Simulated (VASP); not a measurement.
# SnSe2 (P-3m1) in VASP: further runs

The runs below take SnSe2 through single point, with PBEsol.

Program: VASP 6.6.1. These are calculated values, not measurements. Logs are shortened: lines on timing, memory, paths and dates and some standing lists are left out, and cuts for length are marked.

**1. The cell of the first run**

The structure is trigonal, space group P-3m1 (No. 164). Conventional cell: a = 3.816 Å, b = 3.816 Å, c = 6.121 Å, α = 90.00°, β = 90.00°, γ = 120.00°. Within 3.6 Å of Sn (site symmetry -3m) lie 6 Se at 2.72 Å. Within 3.9 Å of Se (site symmetry 3m) lie 3 Sn at 2.72 Å and 12 Se at 3.68 to 3.86 Å.

**2. Single point, PBEsol**

Contents of INCAR:

```
SYSTEM = SnSe2
ALGO     = Normal         ! electronic algorithm
EDIFF    = 1E-6           ! SCF threshold, eV
ENCUT    = 520            ! plane-wave cutoff, eV
GGA      = PS             ! functional
ISIF     = 2              ! what is computed and relaxed
ISMEAR   = 0              ! smearing method
LASPH    = .True.         ! aspherical terms in the spheres
LCHARG   = .True.         ! write CHGCAR
LELF     = .True.         ! ELF
LREAL    = .False.        ! projectors in reciprocal space
LVHAR    = .True.       
LWAVE    = .False.        ! write WAVECAR
NBANDS   = 20             ! bands
NELM     = 60             ! most SCF steps
PREC     = Accurate       ! precision mode
SIGMA    = 0.05           ! smearing width, eV
```

Contents of KPOINTS:

```
k-points
0
Gamma
  10 10 6
  0 0 0
```

Contents of POSCAR:

```
SnSe2
1.0
    3.8158742114      0.0000000001      0.0000000000
   -1.9079371058      3.3046440047      0.0000000000
    0.0000000000      0.0000000000      6.1213284808
Sn Se
1 2
Direct
    0.0000000000      0.0000000000      0.0000000000
    0.3333333333      0.6666666667      0.2592346922
    0.6666666667      0.3333333333      0.7407653078
```

Potentials or basis: VASP PAW PBE potentials, release 64 (Sn_d, Se).

Command:

```bash
cat potpaw_PBE.64/Sn_d/POTCAR potpaw_PBE.64/Se/POTCAR > POTCAR
mpirun -np 1 vasp_std > vasp.out
```

OUTCAR:

```text
SYSTEM = SnSe2
   EDIFF = 1E-6
   ENCUT = 520
   GGA = PS
   ISIF = 2
   ISMEAR = 0
   LASPH = .True.
   LREAL = .False.
   NELM = 60
   PREC = Accurate

 ion  position               nearest neighbor table
   1  0.000  0.000  0.000-   2 2.72   3 2.72   3 2.72   2 2.72   3 2.72   2 2.72
   2  0.333  0.667  0.259-   1 2.72   1 2.72   1 2.72
   3  0.667  0.333  0.741-   1 2.72   1 2.72   1 2.72

  LATTYP: Found a hexagonal cell.
 ALAT       =     3.8158742114
 C/A-ratio  =     1.6041745984

  Lattice vectors:

 A1 = (   3.8158742114,   0.0000000001,   0.0000000000)
 A2 = (  -1.9079371058,   3.3046440047,   0.0000000000)
 A3 = (   0.0000000000,   0.0000000000,   6.1213284808)

Analysis of symmetry for initial positions (statically):
=====================================================================
 Subroutine PRICEL returns:
 Original cell was already a primitive cell.

 Routine SETGRP: Setting up the symmetry group for a
 hexagonal supercell.

 Subroutine GETGRP returns: Found 12 space group operations
 (whereof 12 operations were pure point group operations)
 out of a pool of 24 trial point group operations.

The static configuration has the point symmetry D_3d.

Analysis of symmetry for dynamics (positions and initial velocities):
=====================================================================
 Subroutine PRICEL returns:
 Original cell was already a primitive cell.

 Routine SETGRP: Setting up the symmetry group for a
 hexagonal supercell.

 Subroutine GETGRP returns: Found 12 space group operations
 (whereof 12 operations were pure point group operations)
 out of a pool of 24 trial point group operations.

The dynamic configuration has the point symmetry D_3d.

 Subroutine INISYM returns: Found 12 space group operations
 (whereof 12 operations are pure point group operations),
 and found     1 'primitive' translations

----------------------------------------------------------------------------------------

                                     Primitive cell

  volume of cell :      77.1906

  direct lattice vectors                    reciprocal lattice vectors
     3.815874211  0.000000000  0.000000000     0.262063146  0.151302228  0.000000000
    -1.907937106  3.304644005  0.000000000    -0.000000000  0.302604456  0.000000000
     0.000000000  0.000000000  6.121328481     0.000000000  0.000000000  0.163363231

  length of vectors
     3.815874211  3.815874211  6.121328481     0.302604456  0.302604456  0.163363231

  position of ions in fractional coordinates (direct lattice)
     0.000000000  0.000000000  0.000000000
     0.333333333  0.666666667  0.259234692
     0.666666667  0.333333333  0.740765308

  ion indices of the primitive-cell ions
   primitive index   ion index
                 1           1
                 2           2
                 3           3

----------------------------------------------------------------------------------------

 KPOINTS: k-points

Automatic generation of k-mesh.
 Grid dimensions read from file:
 generate k-points for:   10   10    6

 Generating k-lattice:

  Cartesian coordinates                     Fractional coordinates (reciprocal lattice)
     0.026206315  0.015130223  0.000000000     0.100000000  0.000000000  0.000000000
    -0.000000000  0.030260446  0.000000000     0.000000000  0.100000000  0.000000000
     0.000000000  0.000000000  0.027227205     0.000000000  0.000000000  0.166666667

  Length of vectors
     0.030260446  0.030260446  0.027227205

  Shift w.r.t. Gamma in fractional coordinates (k-lattice)
     0.000000000  0.000000000  0.000000000

 Subroutine IBZKPT returns following result:
 ===========================================

 Found     72 irreducible k-points:

 Following reciprocal coordinates:
            Coordinates               Weight
  0.000000  0.000000  0.000000      1.000000
  0.100000  0.000000  0.000000      6.000000
  0.200000  0.000000  0.000000      6.000000
  0.300000  0.000000  0.000000      6.000000
  0.400000  0.000000  0.000000      6.000000
  0.500000  0.000000  0.000000      3.000000
[... 16 lines left out ...]
 -0.000000  0.400000  0.166667      6.000000
  0.500000  0.000000  0.166667      6.000000
 [... further k-points ...]
   k-points           NKPTS =     72   k-points in BZ     NKDIM =     72   number of bands    NBANDS=     20
   number of dos      NEDOS =    301   number of ions     NIONS =      3
   total plane-waves  NPLWV =  37632
   dimension x,y,z NGX =    28 NGY =   28 NGZ =   48
   dimension x,y,z NGXF=    56 NGYF=   56 NGZF=   96
   ions per type =               1   2
   NGX,Y,Z   is equivalent  to a cutoff of  12.20, 12.20, 13.04 a.u.
   NGXF,Y,Z  is equivalent  to a cutoff of  24.40, 24.40, 26.07 a.u.
 SYSTEM =  SnSe2
   PREC   = accura    normal or accurate (medium, high low for compatibility)
   ISTART =      0    job   : 0-new  1-cont  2-samecut
   ICHARG =      2    charge: 1-file 2-atom 10-const
[... 36 lines left out ...]
   LRPA    =     F    only Hartree local field effects (RPA)
 non-spin polarized calculation
 Gauss-broadening in eV      SIGMA  =   0.05
  energy-cutoff  :      520.00
  volume of cell :       77.19
 maximum number of plane-waves:      2092
   NGX = 15   NGY = 15   NGZ = 23

 number of electron      26.0000008 magnetization

 Free energy of the ion-electron system (eV)
  ---------------------------------------------------
  ext. energy  EPLUGINS =         0.00000000
  ---------------------------------------------------
  free energy    TOTEN  =       -12.98319841 eV

  energy without entropy =      -12.98319841  energy(sigma->0) =      -12.98319841

 E-fermi :   4.3820     XC(G=0):  -9.6900

 val. band max:        4.1341029049   @ k =   0.1000   0.1000   0.0000
 cond. band min:       4.6278480364   @ k =  -0.0000   0.4000   0.3333
 fundamental gap:      0.4937451316
 Fermi energy:         4.3820352022

 k-point     1 :       0.0000    0.0000    0.0000
  band No.  band energies     occupation
      1     -17.0668      2.00000
      2     -17.0668      2.00000
      3     -17.0291      2.00000
      4     -17.0165      2.00000
      5     -17.0165      2.00000
      6      -9.7863      2.00000
[... 12 lines left out ...]
     19      13.0551      0.00000
     20      13.0552      0.00000

 k-point     2 :       0.1000    0.0000    0.0000
  band No.  band energies     occupation
      1     -17.0710      2.00000
      2     -17.0630      2.00000
      3     -17.0263      2.00000
      4     -17.0191      2.00000
      5     -17.0162      2.00000
      6      -9.6880      2.00000
[... 12 lines left out ...]
     19      12.3407      0.00000
     20      13.1502      0.00000

 k-point     3 :       0.2000    0.0000    0.0000
  band No.  band energies     occupation
      1     -17.0833      2.00000
      2     -17.0544      2.00000
      3     -17.0269      2.00000
      4     -17.0168      2.00000
      5     -17.0140      2.00000
      6      -9.4028      2.00000
[... 12 lines left out ...]
     19      12.0684      0.00000
     20      13.3988      0.00000

 k-point     4 :       0.3000    0.0000    0.0000
  band No.  band energies     occupation
      1     -17.1000      2.00000
      2     -17.0473      2.00000
      3     -17.0337      2.00000
      4     -17.0076      2.00000
      5     -17.0061      2.00000
      6      -8.9669      2.00000
[... 12 lines left out ...]
     19      12.6375      0.00000
     20      13.7781      0.00000

 k-point     5 :       0.4000    0.0000    0.0000
  band No.  band energies     occupation
      1     -17.1142      2.00000
      2     -17.0447      2.00000
      3     -17.0387      2.00000
      4     -16.9992      2.00000
      5     -16.9971      2.00000
      6      -8.4731      2.00000
[... 12 lines left out ...]
     19      13.5980      0.00000
     20      14.4214      0.00000
[... 353 lines left out ...]
      6      -8.9249      2.00000
[... 12 lines left out ...]
     19      12.3238      0.00000
     20      13.0200      0.00000

 k-point    22 :       0.4000    0.0000    0.1667
  band No.  band energies     occupation
      1     -17.1143      2.00000
      2     -17.0447      2.00000
      3     -17.0388      2.00000
      4     -16.9992      2.00000
      5     -16.9971      2.00000
      6      -8.4383      2.00000
[... 12 lines left out ...]
     19      13.9289      0.00000
     20      14.9960      0.00000

 k-point    23 :      -0.0000    0.4000    0.1667
  band No.  band energies     occupation
      1     -17.1143      2.00000
      2     -17.0447      2.00000
      3     -17.0388      2.00000
      4     -16.9992      2.00000
      5     -16.9971      2.00000
      6      -8.4403      2.00000
[... 12 lines left out ...]
     19      12.8505      0.00000
     20      14.2404      0.00000

 k-point    24 :       0.5000    0.0000    0.1667
  band No.  band energies     occupation
      1     -17.1198      2.00000
      2     -17.0443      2.00000
      3     -17.0406      2.00000
      4     -16.9954      2.00000
      5     -16.9937      2.00000
      6      -8.1586      2.00000
[... 12 lines left out ...]
     19      13.5650      0.00000
     20      15.0479      0.00000

 [... further k-points ...]
[... 5 lines left out ...]
  --------------------------------------------------------------------------------------
  -------------------------------------------------------------------------------------
  Total        0.1188723      0.1188723      0.1136239     -0.0000000      0.0000000      0.0000000
  in kB        2.4673267      2.4673267      2.3583919     -0.0000000      0.0000000      0.0000000
  external PRESSURE =       2.4310151 kB  Pullay stress =       0.0000000 kB

 VOLUME and BASIS-vectors are now :
 -----------------------------------------------------------------------------
  energy-cutoff  :      520.00
  volume of cell :       77.19
      direct lattice vectors                 reciprocal lattice vectors
     3.815874211  0.000000000  0.000000000     0.262063146  0.151302228  0.000000000
    -1.907937106  3.304644005  0.000000000    -0.000000000  0.302604456  0.000000000
     0.000000000  0.000000000  6.121328481     0.000000000  0.000000000  0.163363231

 POSITION                                       TOTAL-FORCE (eV/Angst)
 -----------------------------------------------------------------------------------
      0.00000      0.00000      0.00000         0.000000     -0.000000      0.000000
     -0.00000      2.20310      1.58686        -0.000000     -0.000000      0.017656
      1.90794      1.10155      4.53447         0.000000      0.000000     -0.017656
 -----------------------------------------------------------------------------------
    total drift:                               -0.000000     -0.000000      0.000000

  FREE ENERGIE OF THE ION-ELECTRON SYSTEM (eV)
  ---------------------------------------------------
  free  energy   TOTEN  =       -12.9831984113 eV

  energy  without entropy=      -12.9831984113  energy(sigma->0) =      -12.98319841
```

It took 33 s on 1 thread of Intel Xeon 6975P-C (Granite Rapids), shared host; peak memory 0.25 GiB.

Results:

* Free energy: -12.9832 eV
* Pressure: 0.2 GPa
* Largest force: 0.018 eV/Å
* Band gap on the k mesh: 0.49 eV (least direct gap 0.96 eV)

Forces in eV/Å, atoms in the order of the input:
```
Sn   0.000  0.000  0.000
Se   0.000  0.000  0.018
Se   0.000  0.000 -0.018
```

Caveat: semilocal functionals underestimate gaps, and a narrow one can read as zero; the PAW data sets were made with another functional, which shifts forces and pressure a little; spin-orbit coupling is left out, which moves the levels of the heavy elements; this functional lacks dispersion, which binds layers or chains, so the pressure and a relaxed spacing across them are unreliable. A k mesh can miss the band edges.

**3. Single point, PBEsol, non-collinear spin, zero start, spin-orbit coupling (24.70 Å³/atom)**

This run uses another cell than the first one, of 24.70 Å³/atom.

Contents of INCAR:

```
PREC = Accurate ; ENCUT = 520
EDIFF = 1E-7 ; ISMEAR = 0
SIGMA = 0.05 ; LREAL = F
LASPH = T ; NELM = 150
ALGO = Normal ; ISIF = 2
LWAVE = F ; LCHARG = F
MAGMOM = 0 0 0 0 0 0 0 0 0 ; LORBIT = 11
LSORBIT = T ; GGA_COMPAT = F
LORBMOM = T ; GGA = PS
NBANDS = 39
```

Contents of KPOINTS:

```
Automatic mesh
0
Gamma
  6 6 4
```

Contents of POSCAR:

```
SnSe2
1.0
    3.7643020217      0.0000000001      0.0000000000
   -1.8821510110      3.2599811783      0.0000000000
    0.0000000000      0.0000000000      6.0385976841
Sn Se
1 2
Direct
    0.0000000000      0.0000000000      0.0000000000
    0.3333333333      0.6666666667      0.2592346922
    0.6666666667      0.3333333333      0.7407653078
```

Potentials or basis: VASP PAW PBE potentials, release 64 (Sn_d, Se).

Command:

```bash
cat potpaw_PBE.64/Sn_d/POTCAR potpaw_PBE.64/Se/POTCAR > POTCAR
mpirun -np 1 vasp_ncl > vasp.out
```

It took 70 s on 1 thread of Intel Xeon 6975P-C (Granite Rapids), shared host; peak memory 0.38 GiB.

It converged, with:

```
Free energy                                           : -13.0266 eV
Pressure                                              : 3.4 GPa
Largest force                                         : 0.380 eV/Å
Net moment                                            : 0.00 μB per cell
Valence electrons inside the program's atomic spheres : Sn 12.25; Se 3.83
```

Forces on the atoms (eV/Å):
```
Sn   0.000  0.000  0.000
Se   0.000  0.000  0.380
Se   0.000  0.000 -0.380
```

Stress tensor (GPa, compression positive):
```
3.51 0.00 0.00
0.00 3.51 0.00
0.00 0.00 3.26
```

Moments on the atoms (μB; x, y, z):
```
Sn  0.00 0.00 0.00
Se  0.00 0.00 0.00
Se  0.00 0.00 0.00
```

Caveat: the cell stands under pressure; the PAW data sets were made with another functional, which shifts forces and pressure a little; this functional lacks dispersion, which binds layers or chains, so the pressure and a relaxed spacing across them are unreliable.

**4. Single point, PBEsol, non-collinear spin, zero start, spin-orbit coupling**

Contents of INCAR:

```
SYSTEM = SnSe2
ALGO = Normal ; EDIFF = 1E-6
ENCUT = 520 ; GGA = PS
GGA_COMPAT = .FALSE. ; ISIF = 2
ISMEAR = 0 ; LASPH = .TRUE.
LCHARG = .TRUE. ; LORBIT = 11
LORBMOM = .TRUE. ; LREAL = .FALSE.
LSORBIT = .TRUE. ; LVHAR = .TRUE.
LWAVE = .FALSE. ; MAGMOM = 0 0 0 0 0 0 0 0 0
NBANDS = 39 ; NELM = 150
PREC = Accurate ; SIGMA = 0.05
```

Contents of KPOINTS:

```
k-points
0
G
  6 6 4
  0 0 0
```

Contents of POSCAR:

```
SnSe2
1.0
    3.8158742114      0.0000000001      0.0000000000
   -1.9079371058      3.3046440047      0.0000000000
    0.0000000000      0.0000000000      6.1213284808
Sn Se
1 2
Direct
    0.0000000000      0.0000000000      0.0000000000
    0.3333333333      0.6666666667      0.2592346922
    0.6666666667      0.3333333333      0.7407653078
```

Command:

```bash
cat potpaw_PBE.64/Sn_d/POTCAR potpaw_PBE.64/Se/POTCAR > POTCAR
mpirun -np 1 vasp_ncl > vasp.out
```

It took 67 s on 1 thread of Intel Xeon 6975P-C (Granite Rapids), shared host; peak memory 0.4 GiB.

Results (log left out):

- Free energy: -13.0621 eV
- Pressure: 0.3 GPa
- Largest force: 0.013 eV/Å
- Net moment: 0.00 μB per cell
- Valence electrons inside the program's atomic spheres: Sn 12.19; Se 3.81

Forces on the atoms (eV/Å):
```
Sn   0.000  0.000  0.000
Se   0.000  0.000  0.013
Se   0.000  0.000 -0.013
```

Stress tensor (GPa, compression positive):
```
0.41 0.00 0.00
0.00 0.41 0.00
0.00 0.00 0.20
```

Moments on the atoms (μB; x, y, z):
```
Sn  0.00 0.00 0.00
Se  0.00 0.00 0.00
Se  0.00 0.00 0.00
```

Caveat: the PAW data sets were made with another functional, which shifts forces and pressure a little; this functional lacks dispersion, which binds layers or chains, so the pressure and a relaxed spacing across them are unreliable.

**5. Single point, PBEsol, non-collinear spin, zero start, spin-orbit coupling (27.02 Å³/atom)**

This run uses another cell than the first one, of 27.02 Å³/atom.

Contents of INCAR:

```
PREC     = Accurate       # precision mode
ENCUT    = 520            # plane-wave cutoff, eV
EDIFF    = 1E-6           # SCF threshold, eV
ISMEAR   = 0              # smearing method
SIGMA    = 0.05           # smearing width, eV
LREAL    = False          # projectors in reciprocal space
LASPH    = True           # aspherical terms in the spheres
NELM     = 150            # most SCF steps
ALGO     = Normal         # electronic algorithm
ISIF     = 2              # what is computed and relaxed
LWAVE    = False          # write WAVECAR
LCHARG   = False          # write CHGCAR
MAGMOM   = 0 0 0 0 0 0 0 0 0 # initial moments
LORBIT   = 11             # projections on sites
LSORBIT  = True           # spin-orbit coupling
GGA_COMPAT= False        
LORBMOM  = True         
GGA      = PS             # functional
NBANDS   = 39             # bands
```

Contents of KPOINTS:

```
regular mesh
0
Gamma
  6 6 4
```

Contents of POSCAR:

```
SnSe2
1.0
    3.8784406465      0.0000000001      0.0000000000
   -1.9392203234      3.3588281269      0.0000000000
    0.0000000000      0.0000000000      6.2216959668
Sn Se
1 2
Direct
    0.0000000000      0.0000000000      0.0000000000
    0.3333333333      0.6666666667      0.2592346922
    0.6666666667      0.3333333333      0.7407653078
```

Command:

```bash
cat potpaw_PBE.64/Sn_d/POTCAR potpaw_PBE.64/Se/POTCAR > POTCAR
mpirun -np 1 vasp_ncl > vasp.out
```

It took 78 s on 1 thread of Intel Xeon 6975P-C (Granite Rapids), shared host; peak memory 0.42 GiB.

Results (log left out):

* Free energy: -13.0329 eV
* Pressure: -2.6 GPa
* Largest force: 0.366 eV/Å
* Net moment: 0.00 μB per cell
* Valence electrons inside the program's atomic spheres: Sn 12.13; Se 3.78

Forces in eV/Å, atoms in the order of the input:
```
Sn   0.000  0.000  0.000
Se   0.000  0.000 -0.366
Se   0.000  0.000  0.366
```

Stress tensor (GPa, compression positive):
```
-2.59  0.00  0.00
 0.00 -2.59  0.00
 0.00  0.00 -2.76
```

Moments on the atoms (μB; x, y, z):
```
Sn  0.00 0.00 0.00
Se  0.00 0.00 0.00
Se  0.00 0.00 0.00
```

Caveat: the PAW data sets were made with another functional, which shifts forces and pressure a little; this functional lacks dispersion, which binds layers or chains, so the pressure and a relaxed spacing across them are unreliable.

**6. Summary**

| spin | cell | k mesh | pressure (GPa) | moment (μB) | largest force (eV/Å) |
| --- | --- | --- | --- | --- | --- |
| off | a = 3.816, b = 3.816, c = 6.121 Å, angles 90.0, 90.0, 120.0°, 3 atoms | 10 × 10 × 6 | 0.2 | - | 0.02 |
| non-collinear, zero start, SOC | a = 3.764, b = 3.764, c = 6.039 Å, angles 90.0, 90.0, 120.0°, 3 atoms | 6 × 6 × 4 | 3.4 | 0.00 | 0.38 |
| non-collinear, zero start, SOC | a = 3.816, b = 3.816, c = 6.121 Å, angles 90.0, 90.0, 120.0°, 3 atoms | 6 × 6 × 4 | 0.3 | 0.00 | 0.01 |
| non-collinear, zero start, SOC | a = 3.878, b = 3.878, c = 6.222 Å, angles 90.0, 90.0, 120.0°, 3 atoms | 6 × 6 × 4 | -2.6 | 0.00 | 0.37 |

Alike in all rows: task single point; level PBEsol; potentials or basis VASP PAW PBE potentials, release 64 (Sn_d, Se); cutoff (eV) 520; smearing gaussian 0.05 eV.

Caveats: the PAW data sets were made with another functional, which shifts forces and pressure a little; this functional lacks dispersion, which binds layers or chains, so the pressure and a relaxed spacing across them are unreliable; semilocal functionals underestimate gaps, and a narrow one can read as zero (at least some runs); spin-orbit coupling is left out, which moves the levels of the heavy elements (at least some runs); the cell stands under pressure (at least some runs).

Total energies depend on the potentials used, so only differences within one code and one set of settings carry meaning.
